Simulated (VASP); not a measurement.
# MoS2 in VASP: further runs, part 2 of 2

VASP 6.6.1.

### 4 Single point, PBEsol

This run uses another cell than the first one, of 20.01 Å³/atom, 1.120 times its volume.

File INCAR:

```
ALGO = Normal
EDIFF = 1E-6
ENCUT = 520
GGA = PS
ISIF = 2
ISMEAR = 0
LASPH = T
LCHARG = F
LREAL = F
LWAVE = F
NBANDS = 35
NELM = 80
PREC = Accurate
SIGMA = 0.05
```

File KPOINTS:

```
k-points
0
Gamma
  9 9 2
```

File POSCAR:

```
MoS2
1.0
    3.2910027618      0.0000000000      0.0000000000
   -1.6455013809      2.8500919956      0.0000000000
    0.0000000000      0.0000000000     12.7984594622
Mo S
2 4
Direct
    0.3333333333      0.6666666667      0.2500000000
    0.6666666667      0.3333333333      0.7500000000
    0.3333333333      0.6666666667      0.6230000000
    0.6666666667      0.3333333333      0.1230000000
    0.3333333333      0.6666666667      0.8770000000
    0.6666666667      0.3333333333      0.3770000000
```

Potentials or basis: VASP PAW PBE potentials, release 64 (Mo_sv, S).

Command:

```bash
$ cat potpaw_PBE.64/Mo_sv/POTCAR potpaw_PBE.64/S/POTCAR > POTCAR
$ mpirun -np 1 vasp_std > vasp.out
```

OUTCAR:

```text
EDIFF = 1E-6
   ENCUT = 520
   GGA = PS
   ISIF = 2
   ISMEAR = 0
   LASPH = T
   LREAL = F
   NELM = 80
   PREC = Accurate

 ion  position               nearest neighbor table
   1  0.333  0.667  0.250-   4 2.50   6 2.50   4 2.50   6 2.50   4 2.50   6 2.50
   2  0.667  0.333  0.750-   3 2.50   5 2.50   3 2.50   5 2.50   3 2.50   5 2.50
   3  0.333  0.667  0.623-   2 2.50   2 2.50   2 2.50
   4  0.667  0.333  0.123-   1 2.50   1 2.50   1 2.50
   5  0.333  0.667  0.877-   2 2.50   2 2.50   2 2.50
   6  0.667  0.333  0.377-   1 2.50   1 2.50   1 2.50

  LATTYP: Found a hexagonal cell.
 ALAT       =     3.2910027618
 C/A-ratio  =     3.8889239507

  Lattice vectors:

 A1 = (   3.2910027618,   0.0000000000,   0.0000000000)
 A2 = (  -1.6455013809,   2.8500919956,   0.0000000000)
 A3 = (   0.0000000000,   0.0000000000,  12.7984594622)

Analysis of symmetry for initial positions (statically):
=====================================================================
 Subroutine PRICEL returns:
 Original cell was already a primitive cell.

 Routine SETGRP: Setting up the symmetry group for a
 hexagonal supercell.

 Subroutine GETGRP returns: Found 24 space group operations
 (whereof 12 operations were pure point group operations)
 out of a pool of 24 trial point group operations.

The static configuration has the point symmetry D_3d.
 The point group associated with its full space group is D_6h.

Analysis of symmetry for dynamics (positions and initial velocities):
=====================================================================
 Subroutine PRICEL returns:
 Original cell was already a primitive cell.

 Routine SETGRP: Setting up the symmetry group for a
 hexagonal supercell.

 Subroutine GETGRP returns: Found 24 space group operations
 (whereof 12 operations were pure point group operations)
 out of a pool of 24 trial point group operations.

The dynamic configuration has the point symmetry D_3d.
 The point group associated with its full space group is D_6h.

 Subroutine INISYM returns: Found 24 space group operations
 (whereof 12 operations are pure point group operations),
 and found     1 'primitive' translations

----------------------------------------------------------------------------------------

                                     Primitive cell

  volume of cell :     120.0452

  direct lattice vectors                    reciprocal lattice vectors
     3.291002762  0.000000000  0.000000000     0.303858754  0.175432934  0.000000000
    -1.645501381  2.850091996  0.000000000     0.000000000  0.350865867  0.000000000
     0.000000000  0.000000000 12.798459462     0.000000000  0.000000000  0.078134404

  length of vectors
     3.291002762  3.291002762 12.798459462     0.350865867  0.350865867  0.078134404

  position of ions in fractional coordinates (direct lattice)
     0.333333333  0.666666667  0.250000000
     0.666666667  0.333333333  0.750000000
     0.333333333  0.666666667  0.623000000
     0.666666667  0.333333333  0.123000000
     0.333333333  0.666666667  0.877000000
     0.666666667  0.333333333  0.377000000

  ion indices of the primitive-cell ions
   primitive index   ion index
                 1           1
                 2           2
[... 28 lines left out ...]

 Found     24 irreducible k-points:

 Following reciprocal coordinates:
            Coordinates               Weight
  0.000000  0.000000  0.000000      1.000000
  0.111111  0.000000  0.000000      6.000000
  0.222222  0.000000  0.000000      6.000000
  0.333333  0.000000  0.000000      6.000000
  0.444444  0.000000  0.000000      6.000000
  0.111111  0.111111  0.000000      6.000000
[... 16 lines left out ...]
  0.333333  0.222222  0.500000     12.000000
  0.333333  0.333333  0.500000      2.000000
   k-points           NKPTS =     24   k-points in BZ     NKDIM =     24   number of bands    NBANDS=     35
   number of dos      NEDOS =    301   number of ions     NIONS =      6
   total plane-waves  NPLWV =  55296
   dimension x,y,z NGX =    24 NGY =   24 NGZ =   96
   dimension x,y,z NGXF=    48 NGYF=   48 NGZF=  192
   ions per type =               2   4
   NGX,Y,Z   is equivalent  to a cutoff of  12.12, 12.12, 12.47 a.u.
   NGXF,Y,Z  is equivalent  to a cutoff of  24.25, 24.25, 24.94 a.u.
 SYSTEM =  unknown system
   PREC   = accura    normal or accurate (medium, high low for compatibility)
   ISTART =      0    job   : 0-new  1-cont  2-samecut
   ICHARG =      2    charge: 1-file 2-atom 10-const
   ISPIN  =      1    spin polarized calculation?
   LNONCOLLINEAR =      F non collinear calculations
   LSORBIT =      F    spin-orbit coupling
   LASPH  =      T    aspherical Exc in radial PAW
   ENCUT  =  520.0 eV  38.22 Ry    6.18 a.u.   6.12  6.12 23.80*2*pi/ulx,y,z
   NELM   =     80;   NELMIN=  2; NELMDL= -5     # of ELM steps
   EDIFF  = 0.1E-05   stopping-criterion for ELM
   LREAL  =      F    real-space projection
   EDIFFG = 0.1E-04   stopping-criterion for IOM
   NSW    =      0    number of steps for IOM
   IBRION =     -1    ionic relax: 0-MD 1-quasi-New 2-CG
   NFREE  =      0    steps in history (QN), initial steepest desc. (CG)
   ISIF   =      2    stress and relaxation
   ISYM   =      2    0-nonsym 1-usesym 2-fastsym
   POTIM  = 0.5000    time-step for ionic-motion
   TEBEG  =    0.0;   TEEND  =   0.0 temperature during run
   PSTRESS=    0.0 pullay stress
   NELECT =      52.0000    total number of electrons
   NUPDOWN=      -1.0000    fix difference up-down
   EMIN   =  10.00;   EMAX   =-10.00  energy-range for DOS
   EFERMI =   0.00;   METHOD = LEGACY
   ISMEAR =     0;   SIGMA  =   0.05  broadening in eV -4-tet -1-fermi 0-gaus
   EFERMI_NEDOS =   21; number of points for ismear=-14 and -15
   IALGO  =     38    algorithm
   IMIX   =      4    mixing-type and parameters
     AMIX     =   0.40;   BMIX     =  1.00
     AMIX_MAG =   1.60;   BMIX_MAG =  1.00
  volume/ion in A,a.u.               =      20.01       135.02
  Fermi-wavevector in a.u.,A,eV,Ry     =   1.238685  2.340776 20.875982  1.534341
  Thomas-Fermi vector in A             =   2.373200
   LORBIT       =      0    0 simple, 1 ext, 2 COOP (PROOUT), +10 PAW based schemes
   GGA     = PS    functional components
   LHFCALC =     F    Hartree Fock is set to
   AEXX    =    0.0000 exact exchange contribution
   IVDW    =     0    specifies the selected vdW correction
   LEPSILON=     F    determine dielectric tensor
   LRPA    =     F    only Hartree local field effects (RPA)
 non-spin polarized calculation
 Gauss-broadening in eV      SIGMA  =   0.05
  energy-cutoff  :      520.00
  volume of cell :      120.05
 maximum number of plane-waves:      3270
   NGX = 13   NGY = 13   NGZ = 47

 number of electron      52.0000003 magnetization

 Free energy of the ion-electron system (eV)
  ---------------------------------------------------
  ext. energy  EPLUGINS =         0.00000000
  ---------------------------------------------------
  free energy    TOTEN  =       -46.08376164 eV

  energy without entropy =      -46.08376164  energy(sigma->0) =      -46.08376164

 E-fermi :   6.2378     XC(G=0): -10.4449

 val. band max:        5.9160157561   @ k =   0.0000   0.0000   0.0000
 cond. band min:       6.8965332862   @ k =   0.2222   0.1111   0.0000
 fundamental gap:      0.9805175301
 Fermi energy:         6.2377597975

 k-point     1 :       0.0000    0.0000    0.0000
  band No.  band energies     occupation
      1     -55.4930      2.00000
      2     -55.4930      2.00000
      3     -29.5843      2.00000
      4     -29.5843      2.00000
      5     -29.4580      2.00000
      6     -29.4580      2.00000
[... 901 lines left out ...]
     34       9.5050      0.00000
     35      12.3243      0.00000

------------------------ aborting loop because EDIFF is reached ----------------------------------------

  FORCE on cell =-STRESS in cart. coord.  units (eV):
  Direction    XX          YY          ZZ          XY          YZ          ZX
  --------------------------------------------------------------------------------------
  -------------------------------------------------------------------------------------
  Total      -11.4676549    -11.4676549    -12.0553457     -0.0000000     -0.0000000     -0.0000000
  in kB     -153.0524813   -153.0524813   -160.8960679     -0.0000000     -0.0000000     -0.0000000
  external PRESSURE =    -155.6670102 kB  Pullay stress =       0.0000000 kB

 VOLUME and BASIS-vectors are now :
 -----------------------------------------------------------------------------
  energy-cutoff  :      520.00
  volume of cell :      120.05
      direct lattice vectors                 reciprocal lattice vectors
     3.291002762  0.000000000  0.000000000     0.303858754  0.175432934  0.000000000
    -1.645501381  2.850091996  0.000000000     0.000000000  0.350865867  0.000000000
     0.000000000  0.000000000 12.798459462     0.000000000  0.000000000  0.078134404

 POSITION                                       TOTAL-FORCE (eV/Angst)
 -----------------------------------------------------------------------------------
     -0.00000      1.90006      3.19961        -0.000000     -0.000000     -0.000000
      1.64550      0.95003      9.59884         0.000000      0.000000     -0.000000
     -0.00000      1.90006      7.97344        -0.000000      0.000000      1.817152
      1.64550      0.95003      1.57421         0.000000      0.000000      1.817152
     -0.00000      1.90006     11.22425        -0.000000     -0.000000     -1.817152
      1.64550      0.95003      4.82502         0.000000      0.000000     -1.817152
 -----------------------------------------------------------------------------------
    total drift:                               -0.000000      0.000000     -0.000000

  FREE ENERGIE OF THE ION-ELECTRON SYSTEM (eV)
  ---------------------------------------------------
  free  energy   TOTEN  =       -46.0837616391 eV

  energy  without entropy=      -46.0837616391  energy(sigma->0) =      -46.08376164
```

stdout:

```text
POSCAR found type information on POSCAR MoS
 POSCAR found :  2 types and       6 ions
 scaLAPACK will be used
 -----------------------------------------------------------------------------
|                                                                             |
|                                                                             |
|     You enforced a specific xc type in the INCAR file but a different       |
|     I HOPE YOU KNOW WHAT YOU ARE DOING!                                     |
|                                                                             |
 -----------------------------------------------------------------------------

 LDA part: xc-table for (Slater+PW92), standard interpolation
 POSCAR, INCAR and KPOINTS ok, starting setup
 FFT: planning ... GRIDC
 FFT: planning ... GRID_SOFT
 FFT: planning ... GRID
 WAVECAR not read
 entering main loop
```

Run time: 70 s. Hardware: 1 thread of Intel Xeon 6975P-C, shared host; peak memory 0.26 GiB.

What came out:

```yaml
Free_energy: -46.0838 eV
Pressure: -15.6 GPa
Largest_force: 1.817 eV/Å
Band_gap_on_the_k_mesh: 0.98 eV, indirect (least direct gap 1.42 eV)
```

Forces in eV/Å, atoms in the order of the input:
```
Mo   0.000  0.000  0.000
Mo   0.000  0.000  0.000
S    0.000  0.000  1.817
S    0.000  0.000  1.817
S    0.000  0.000 -1.817
S    0.000  0.000 -1.817
```

Caveat: the PAW data sets were made with another functional, which shifts forces and pressure a little; this functional lacks dispersion, which binds the layers, so the pressure and a relaxed spacing across them are unreliable. PBEsol gaps usually lie below the measured ones, often by a third to a half.

### 5 Single point, PBEsol

File INCAR:

```
SYSTEM = MoS2
PREC     = Accurate       ! precision mode
ENCUT    = 520            ! plane-wave cutoff, eV
EDIFF    = 1E-6           ! SCF threshold, eV
ISMEAR   = 0              ! smearing method
SIGMA    = 0.05           ! smearing width, eV
LREAL    = .FALSE.        ! projectors in reciprocal space
LASPH    = .TRUE.         ! aspherical terms in the spheres
NELM     = 60             ! most SCF steps
ALGO     = Normal         ! electronic algorithm
ISIF     = 2              ! what is computed and relaxed
LWAVE    = .FALSE.        ! write WAVECAR
LCHARG   = .TRUE.         ! write CHGCAR
GGA      = PS             ! functional
LELF     = .TRUE.         ! ELF
LVHAR    = .TRUE.       
NBANDS   = 35             ! bands
```

File KPOINTS:

```
Automatic mesh
0
G
  9 9 2
  0 0 0
```

File POSCAR:

```
MoS2
1.0
    3.1690000000      0.0000000000      0.0000000000
   -1.5845000000      2.7444345046      0.0000000000
    0.0000000000      0.0000000000     12.3240000000
Mo S
2 4
Direct
    0.3333333333      0.6666666667      0.2500000000
    0.6666666667      0.3333333333      0.7500000000
    0.3333333333      0.6666666667      0.6230000000
    0.6666666667      0.3333333333      0.1230000000
    0.3333333333      0.6666666667      0.8770000000
    0.6848853562      0.3697707122      0.3770000000
```

Command:

```bash
$ cat potpaw_PBE.64/Mo_sv/POTCAR potpaw_PBE.64/S/POTCAR > POTCAR
$ mpirun -np 1 vasp_std > vasp.out
```

Run time: 2.3 min. Hardware: 1 thread of Intel Xeon 6975P-C, shared host; peak memory 0.31 GiB.

It converged, with:

```yaml
Free_energy: -46.8337 eV
Pressure: -2.9 GPa
Largest_force: 0.938 eV/Å
Band_gap_on_the_k_mesh: 0.92 eV, indirect (least direct gap 1.65 eV)
```

Forces on the atoms (eV/Å):
```
Mo   0.000  0.933 -0.097
Mo   0.000  0.004  0.000
S    0.000  0.004  0.311
S    0.000 -0.053  0.307
S    0.000 -0.002 -0.311
S    0.000 -0.887 -0.209
```

Stress tensor (GPa, compression positive):
```
-2.74  0.00  0.00
 0.00 -3.66 -1.88
 0.00 -1.88 -2.15
```

Levels at points of the mesh, in eV from the valence-band top:
```
           k point  band 24  band 25  band 26  band 27  band 28  band 29
(0.00, 0.00, 0.00)    -1.18    -1.16     0.00     1.83     2.12     2.12
(0.00, 0.00, 0.50)    -1.91    -0.27    -0.26     1.83     2.10     2.11
```

Caveat: the PAW data sets were made with another functional, which shifts forces and pressure a little; this functional lacks dispersion, which binds the layers, so the pressure and a relaxed spacing across them are unreliable.

### 6 How close it comes

Step 2. Against the measured gap of MoS2, 1.3 eV (indirect; 300 K; “Multiwavelength excitation Raman Scattering Analysis of bulk and 2 dimensional MoS2: Vibrational properties of atomically thin MoS2 layers”, 2015, arxiv:1506.03228), the calculated 0.93 eV is off by -0.37 eV. Spin-orbit coupling on Mo is left out. The value is that of PBEsol on a finite k mesh, which can miss the band edges, without temperature or zero-point motion. Semilocal functionals fall short of measured gaps as a rule.
